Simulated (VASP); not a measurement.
Here is a VASP 6.6.1 calculation.

INCAR

```
SYSTEM = H
PREC = Accurate
ENCUT = 500
EDIFF = 1E-6
ISMEAR = 0
SIGMA = 0.01
LREAL = .False.
LASPH = .True.
NELM = 120
ALGO = Normal
ISIF = 2
LWAVE = .False.
LCHARG = .True.
GGA = PE
LELF = .True.
LVHAR = .True.
NBANDS = 8
GGA_COMPAT = .False.
```

The input KPOINTS:

```
regular mesh
0
Gamma
  8 8 8
  0 0 0
```

Contents of POSCAR:

```
H
1.0
   -1.3005586586      1.3005586586      1.8041647904
    1.3005586586     -1.3005586586      1.8041647904
    1.3005586586      1.3005586586     -1.8041647904
H
2
Direct
    0.8966736549      0.8966736549      0.0000000000
    0.1033263451      0.1033263451      0.0000000000
```

Potentials or basis: VASP PAW PBE potentials, release 64 (H).

Command:

```sh
$ cat potpaw_PBE.64/H/POTCAR > POTCAR
$ mpirun -np 1 vasp_std > vasp.out
```

Q: Predict the pressure.

A: 5.5 GPa.

Q: Estimate the largest force.

A: 0.008 eV/Å.

Stress tensor (GPa, compression positive):
```
5.55 0.00 0.00
0.00 5.55 0.00
0.00 0.00 5.32
```

Caveat: the k points lie up to 0.43 Å⁻¹ apart.
